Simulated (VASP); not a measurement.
Set up this calculation in VASP 6.6.1, as the native input.

| Item | Value |
| --- | --- |
| Task | electric field gradients |
| Functional | PBE |
| Potentials or basis | VASP PAW PBE potentials, release 64 (Si, O) |
| Cutoff | 520 eV |
| k mesh | 5 × 7 × 6 |
| Occupations | fermi-dirac, width 0.03 eV |
| Spin | no spin polarisation |
| Dipole correction | no |
| Further INCAR settings | ALGO = Normal; EDIFF = 1e-08; NBANDS = 25; ISYM = 0 |

The structure of SiO2 lies in POSCAR:

```
SiO2
1.0
   -2.3600000000      4.1800000000      2.5800000000
    2.3600000000     -4.1800000000      2.5800000000
    2.3600000000      4.1800000000     -2.5800000000
Si O
2 4
Direct
    0.7500000000      0.7500000000      0.0000000000
    0.2500000000      0.2500000000      0.0000000000
    0.8900000000      0.7910000000      0.6810000000
    0.3900000000      0.7090000000      0.0990000000
    0.6100000000      0.2910000000      0.9010000000
    0.1100000000      0.2090000000      0.3190000000
```

One way to write it, as run:

INCAR

```
SYSTEM = SiO2
  ALGO = Normal
  EDIFF = 1E-8
  ENCUT = 520
  GGA = PE
  ISIF = 2
  ISMEAR = -1
  ISYM = 0
  LASPH = .True.
  LCHARG = .False.
  LEFG = .True.
  LREAL = .False.
  LWAVE = .False.
  NBANDS = 25
  NELM = 80
  PREC = Accurate
  SIGMA = 0.03
```

KPOINTS

```
k-points
0
Gamma
  5 7 6
  0 0 0
```

Potentials or basis: VASP PAW PBE potentials, release 64 (Si, O).

Launch:

```sh
$ cat potpaw_PBE.64/Si/POTCAR potpaw_PBE.64/O/POTCAR > POTCAR
$ mpirun -np 1 vasp_std > vasp.out
```

Results of the run:

The pressure is -25.2 GPa, the largest force is 4.628 eV/Å and the band gap on the k mesh is 2.76 eV, indirect (least direct gap 3.12 eV).

Caveat: without QUAD_EFG the Cq values of the log hold for a quadrupole moment of 1 mb, not for the nuclei; forces of over 1 eV/Å act on the atoms, so gaps and moduli don't describe the material at rest.

It took 4.6 min on 1 thread of Intel(R) Xeon(R) Platinum 8488C (Sapphire Rapids), with other jobs on the host, peak memory 0.38 GiB.
